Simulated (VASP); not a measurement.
# Cd (C2/m) in VASP: single point with PBE

Aim: the single point of Cd with PBE.

Everything below comes from runs of VASP 6.6.1. Logs are shortened: lines on timing, memory, paths and dates and some standing lists are left out, and cuts for length are marked.

## Step 1: The cell of the first run

Symmetry: C2/m, No. 12, monoclinic system. Conventional cell: a = 5.581 Å, b = 3.040 Å, c = 3.138 Å, α = 90.00°, β = 121.41°, γ = 90.00°. Within 4.0 Å of Cd (site symmetry 2/m) lie 12 Cd at 3.04 to 3.29 Å.

## Step 2: Single point, PBE (strained)

INCAR reads:

```
SYSTEM = Cd
ALGO = Fast
EDIFF = 1E-6
ENCUT = 520
GGA = PE
ISIF = 2
ISMEAR = 0
LASPH = .TRUE.
LCHARG = .TRUE.
LELF = .TRUE.
LREAL = .FALSE.
LVHAR = .TRUE.
LWAVE = .FALSE.
NBANDS = 12
NELM = 100
PREC = Accurate
SIGMA = 0.1
```

KPOINTS reads:

```
k-points
0
G
  14 14 14
  0 0 0
```

POSCAR reads:

```
Cd
1.0
   -0.0734651197      2.2232071314      2.4228406089
    2.1449951712      0.0047468405      2.3446286487
    2.1497420117      2.1497420117      0.0000000000
Cd
1
Direct
    0.0000000000      0.0000000000      0.0000000000
```

Potentials or basis: VASP PAW PBE potentials, release 64 (Cd).

Run with:

```bash
$ cat potpaw_PBE.64/Cd/POTCAR > POTCAR
$ mpirun -np 1 vasp_std > vasp.out
```

OUTCAR:

```text
SYSTEM = Cd
   EDIFF = 1E-6
   ENCUT = 520
   GGA = PE
   ISIF = 2
   ISMEAR = 0
   LASPH = .TRUE.
   LREAL = .FALSE.
   NELM = 100
   PREC = Accurate

 ion  position               nearest neighbor table
   1  0.000  0.000  0.000-

  LATTYP: Found a base centered monoclinic cell.
 ALAT       =     5.5812596997
 B/A-ratio  =     0.5447147189
 C/A-ratio  =     0.5623016174
 COS(beta)  =    -0.5212023216

  Lattice vectors:

 A1 = (  -0.0047468405,  -2.1449951712,   2.3446286487)
 A2 = (   2.1449951712,   0.0047468405,   2.3446286487)
 A3 = (  -2.2184602909,   2.2184602909,   0.0782119602)

Analysis of symmetry for initial positions (statically):
=====================================================================
 Subroutine PRICEL returns:
 Original cell was already a primitive cell.

 Routine SETGRP: Setting up the symmetry group for a
 base centered monoclinic supercell.

 Subroutine GETGRP returns: Found  4 space group operations
 (whereof  4 operations were pure point group operations)
 out of a pool of  4 trial point group operations.

The static configuration has the point symmetry C_2h.

Analysis of symmetry for dynamics (positions and initial velocities):
=====================================================================
 Subroutine PRICEL returns:
 Original cell was already a primitive cell.

 Routine SETGRP: Setting up the symmetry group for a
 base centered monoclinic supercell.

 Subroutine GETGRP returns: Found  4 space group operations
 (whereof  4 operations were pure point group operations)
 out of a pool of  4 trial point group operations.

The dynamic configuration has the point symmetry C_2h.

 Subroutine INISYM returns: Found  4 space group operations
 (whereof  4 operations are pure point group operations),
 and found     1 'primitive' translations

----------------------------------------------------------------------------------------

                                     Primitive cell

  volume of cell :      22.7235

  direct lattice vectors                    reciprocal lattice vectors
    -0.073465120  2.223207131  2.422840609    -0.221812370  0.221812370  0.202477077
     2.144995171  0.004746841  2.344628649     0.229211572 -0.229211572  0.217275480
     2.149742012  2.149742012  0.000000000     0.228886448  0.236285649 -0.209876279

  length of vectors
     3.289103782  3.177783869  3.040194309     0.373360981  0.390236497  0.390215282

  position of ions in fractional coordinates (direct lattice)
     0.000000000  0.000000000  0.000000000

  ion indices of the primitive-cell ions
   primitive index   ion index
                 1           1

----------------------------------------------------------------------------------------

 KPOINTS: k-points

Automatic generation of k-mesh.
 Grid dimensions read from file:
 generate k-points for:   14   14   14

 Generating k-lattice:

  Cartesian coordinates                     Fractional coordinates (reciprocal lattice)
    -0.015843741  0.015843741  0.014462648     0.071428571  0.000000000  0.000000000
     0.016372255 -0.016372255  0.015519677    -0.000000000  0.071428571  0.000000000
     0.016349032  0.016877546 -0.014991163    -0.000000000  0.000000000  0.071428571

  Length of vectors
     0.026668641  0.027874036  0.027872520

  Shift w.r.t. Gamma in fractional coordinates (k-lattice)
     0.000000000  0.000000000  0.000000000

 Subroutine IBZKPT returns following result:
 ===========================================

 Found    744 irreducible k-points:

 Following reciprocal coordinates:
            Coordinates               Weight
  0.000000  0.000000  0.000000      1.000000
  0.071429  0.000000  0.000000      2.000000
  0.142857  0.000000  0.000000      2.000000
  0.214286 -0.000000  0.000000      2.000000
  0.285714  0.000000  0.000000      2.000000
  0.357143  0.000000  0.000000      2.000000
[... 16 lines left out ...]
 -0.000000  0.142857  0.000000      2.000000
  0.071429  0.142857  0.000000      2.000000
 [... further k-points ...]
   k-points           NKPTS =    744   k-points in BZ     NKDIM =    744   number of bands    NBANDS=     12
   number of dos      NEDOS =    301   number of ions     NIONS =      1
   total plane-waves  NPLWV =  13824
   dimension x,y,z NGX =    24 NGY =   24 NGZ =   24
   dimension x,y,z NGXF=    48 NGYF=   48 NGZF=   48
   ions per type =               1
   NGX,Y,Z   is equivalent  to a cutoff of  12.13, 12.56, 13.12 a.u.
   NGXF,Y,Z  is equivalent  to a cutoff of  24.26, 25.11, 26.25 a.u.
 SYSTEM =  Cd
   PREC   = accura    normal or accurate (medium, high low for compatibility)
   ISTART =      0    job   : 0-new  1-cont  2-samecut
   ICHARG =      2    charge: 1-file 2-atom 10-const
   ISPIN  =      1    spin polarized calculation?
   LNONCOLLINEAR =      F non collinear calculations
   LSORBIT =      F    spin-orbit coupling
   LASPH  =      T    aspherical Exc in radial PAW
   ENCUT  =  520.0 eV  38.22 Ry    6.18 a.u.   6.12  5.91  5.65*2*pi/ulx,y,z
   NELM   =    100;   NELMIN=  2; NELMDL= -5     # of ELM steps
   EDIFF  = 0.1E-05   stopping-criterion for ELM
   LREAL  =      F    real-space projection
   EDIFFG = 0.1E-04   stopping-criterion for IOM
   NSW    =      0    number of steps for IOM
   IBRION =     -1    ionic relax: 0-MD 1-quasi-New 2-CG
   NFREE  =      0    steps in history (QN), initial steepest desc. (CG)
   ISIF   =      2    stress and relaxation
   ISYM   =      2    0-nonsym 1-usesym 2-fastsym
   POTIM  = 0.5000    time-step for ionic-motion
   TEBEG  =    0.0;   TEEND  =   0.0 temperature during run
   PSTRESS=    0.0 pullay stress
   NELECT =      12.0000    total number of electrons
   NUPDOWN=      -1.0000    fix difference up-down
   EMIN   =  10.00;   EMAX   =-10.00  energy-range for DOS
   EFERMI =   0.00;   METHOD = LEGACY
   ISMEAR =     0;   SIGMA  =   0.10  broadening in eV -4-tet -1-fermi 0-gaus
   EFERMI_NEDOS =   21; number of points for ismear=-14 and -15
   IALGO  =     68    algorithm
   IMIX   =      4    mixing-type and parameters
     AMIX     =   0.40;   BMIX     =  1.00
     AMIX_MAG =   1.60;   BMIX_MAG =  1.00
  volume/ion in A,a.u.               =      22.72       153.35
  Fermi-wavevector in a.u.,A,eV,Ry     =   1.323255  2.500590 23.823870  1.751005
  Thomas-Fermi vector in A             =   2.452877
   LORBIT       =      0    0 simple, 1 ext, 2 COOP (PROOUT), +10 PAW based schemes
   GGA     = PE    functional components
   LHFCALC =     F    Hartree Fock is set to
   AEXX    =    0.0000 exact exchange contribution
   IVDW    =     0    specifies the selected vdW correction
   LEPSILON=     F    determine dielectric tensor
   LRPA    =     F    only Hartree local field effects (RPA)
 non-spin polarized calculation
 RMM-DIIS sequential band-by-band and
 Gauss-broadening in eV      SIGMA  =   0.10
  energy-cutoff  :      520.00
  volume of cell :       22.72
 maximum number of plane-waves:       630
   NGX = 13   NGY = 11   NGZ = 11

 number of electron      12.0000002 magnetization

 Free energy of the ion-electron system (eV)
  ---------------------------------------------------
  ext. energy  EPLUGINS =         0.00000000
  ---------------------------------------------------
  free energy    TOTEN  =        -0.72749243 eV

  energy without entropy =       -0.72560897  energy(sigma->0) =       -0.72655070

 E-fermi :   2.5332     XC(G=0): -10.7730

 val. band max:        2.5304479376   @ k =  -0.3571  -0.4286   0.4286
 cond. band min:       2.5404318452   @ k =  -0.1429   0.5000   0.0714
 fundamental gap:      0.0099839077
 Fermi energy:         2.5332010586

 k-point     1 :       0.0000    0.0000    0.0000
  band No.  band energies     occupation
      1      -6.6954      2.00000
      2      -6.4342      2.00000
      3      -6.3522      2.00000
      4      -6.1918      2.00000
      5      -5.9480      2.00000
      6      -5.9322      2.00000
      7      15.4722      0.00000
      8      17.0387      0.00000
      9      17.6909      0.00000
     10      17.7998      0.00000
     11      19.3545      0.00000
     12      20.8885      0.00000

 k-point     2 :       0.0714    0.0000    0.0000
  band No.  band energies     occupation
      1      -6.6928      2.00000
      2      -6.4429      2.00000
      3      -6.3407      2.00000
      4      -6.1797      2.00000
      5      -5.9531      2.00000
      6      -5.8059      2.00000
      7      14.0026      0.00000
      8      16.9497      0.00000
      9      17.5556      0.00000
     10      17.5630      0.00000
     11      20.2729      0.00000
     12      20.9878      0.00000

 k-point     3 :       0.1429    0.0000    0.0000
  band No.  band energies     occupation
      1      -6.7010      2.00000
      2      -6.4687      2.00000
      3      -6.3140      2.00000
      4      -6.1372      2.00000
      5      -5.9615      2.00000
      6      -5.4167      2.00000
      7      11.5246      0.00000
      8      16.5908      0.00000
      9      17.2680      0.00000
     10      17.2853      0.00000
     11      19.5297      0.00000
     12      21.7775      0.00000
[... 286 lines left out ...]
 k-point    23 :      -0.0000    0.1429    0.0000
  band No.  band energies     occupation
      1      -6.6694      2.00000
      2      -6.4516      2.00000
      3      -6.2694      2.00000
      4      -6.1867      2.00000
      5      -5.9826      2.00000
      6      -5.3906      2.00000
      7      13.0432      0.00000
      8      14.7760      0.00000
      9      17.0602      0.00000
     10      17.1801      0.00000
     11      18.9820      0.00000
     12      21.1759      0.00000

 k-point    24 :       0.0714    0.1429    0.0000
  band No.  band energies     occupation
      1      -6.7225      2.00000
      2      -6.3762      2.00000
      3      -6.2674      2.00000
      4      -6.2617      2.00000
      5      -5.9406      2.00000
      6      -5.4691      2.00000
      7      14.1266      0.00000
      8      15.9203      0.00000
      9      16.0439      0.00000
     10      16.7555      0.00000
     11      17.2544      0.00000
     12      19.9104      0.00000

 [... further k-points ...]

------------------------ aborting loop because EDIFF is reached ----------------------------------------

  FORCE on cell =-STRESS in cart. coord.  units (eV):
  Direction    XX          YY          ZZ          XY          YZ          ZX
  --------------------------------------------------------------------------------------
  -------------------------------------------------------------------------------------
  Total        0.2863514      0.2863514     -0.2384824      0.0459273      0.0043461     -0.0043461
  in kB       20.1899501     20.1899501    -16.8148191      3.2382257      0.3064341     -0.3064332
  external PRESSURE =       7.8550271 kB  Pullay stress =       0.0000000 kB

 VOLUME and BASIS-vectors are now :
 -----------------------------------------------------------------------------
  energy-cutoff  :      520.00
  volume of cell :       22.72
      direct lattice vectors                 reciprocal lattice vectors
    -0.073465120  2.223207131  2.422840609    -0.221812370  0.221812370  0.202477077
     2.144995171  0.004746841  2.344628649     0.229211572 -0.229211572  0.217275480
     2.149742012  2.149742012  0.000000000     0.228886448  0.236285649 -0.209876279

 POSITION                                       TOTAL-FORCE (eV/Angst)
 -----------------------------------------------------------------------------------
      0.00000      0.00000      0.00000        -0.000000      0.000000      0.000000
 -----------------------------------------------------------------------------------
    total drift:                               -0.000000      0.000000      0.000000

  FREE ENERGIE OF THE ION-ELECTRON SYSTEM (eV)
  ---------------------------------------------------
  free  energy   TOTEN  =        -0.7274924267 eV

  energy  without entropy=       -0.7256089729  energy(sigma->0) =       -0.72655070
```

Run time: 66 s. Hardware: 1 thread of Intel Xeon Platinum 8488C (Sapphire Rapids), shared host; peak memory 0.29 GiB.

Results:

| Item | Value |
| --- | --- |
| Free energy | -0.7275 eV |
| Pressure | 0.8 GPa |
| Band gap on the k mesh | zero (bands 6 and 7 overlap by 3.39 eV) |

Levels at points of the mesh, in eV from the Fermi level:
```
           k point  band 4  band 5  band 6  band 7  band 8  band 9
(0.00, 0.00, 0.00)   -8.73   -8.48   -8.47   12.94   14.51   15.16
(0.50, 0.00, 0.00)   -8.33   -8.25   -2.36   -1.91   11.40   13.97
(0.00, 0.50, 0.00)   -8.25   -8.24   -2.04   -1.14    9.88   13.28
(0.50, 0.50, 0.00)   -8.20   -8.17   -1.35    0.11    7.13    8.14
(0.00, 0.00, 0.50)   -8.34   -8.17   -2.05   -1.13   10.83   12.54
(0.50, 0.00, 0.50)   -8.24   -8.07   -0.29    1.88    5.77    6.83
```

Caveat: the cell differs from its parent crystal (strained).
